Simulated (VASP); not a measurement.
**ZnS (CsCl type): single point with PBE**

Crystal: ZnS (CsCl type).

```
Zn S
1.0
     2.81092    0.00000    0.00000
     0.00000    2.81092    0.00000
     0.00000    0.00000    2.81092
Zn S
1 1
Direct
  0.00000 0.00000 0.00000
  0.50000 0.50000 0.50000
```

```
Program             : VASP 6.6.1
Task                : single point
Functional          : PBE
Potentials or basis : VASP PAW PBE potentials, release 64 (Zn, S)
Cutoff              : 520 eV
k mesh              : 16 × 16 × 16
Occupations         : fermi-dirac, width 0.08 eV
Spin                : no spin polarisation
```

* Pressure: 68.8 GPa
* Band gap on the k mesh: zero (band 9 reaches 10.14 eV, above the bottom of band 10 at 7.66 eV)

Levels at points of the mesh, in eV from the Fermi level:
```csv
k point,band 6,band 7,band 8,band 9,band 10,band 11,band 12,band 13
"(0.00, 0.00, 0.00)",-7.56,-2.07,-2.07,-2.07,2.17,5.25,5.25,16.62
"(0.50, 0.00, 0.00)",-7.50,-6.89,0.54,0.54,5.59,6.36,7.34,7.34
"(0.50, 0.50, 0.00)",-7.86,-7.24,-6.70,-2.55,0.85,9.95,10.76,10.76
"(0.50, 0.50, 0.50)",-7.22,-3.19,-3.19,-3.19,-0.43,-0.43,-0.43,4.20
```

Wall time 28 s on 1 thread of Intel Xeon 6975P-C, with other jobs on the host, peak memory 0.18 GiB.
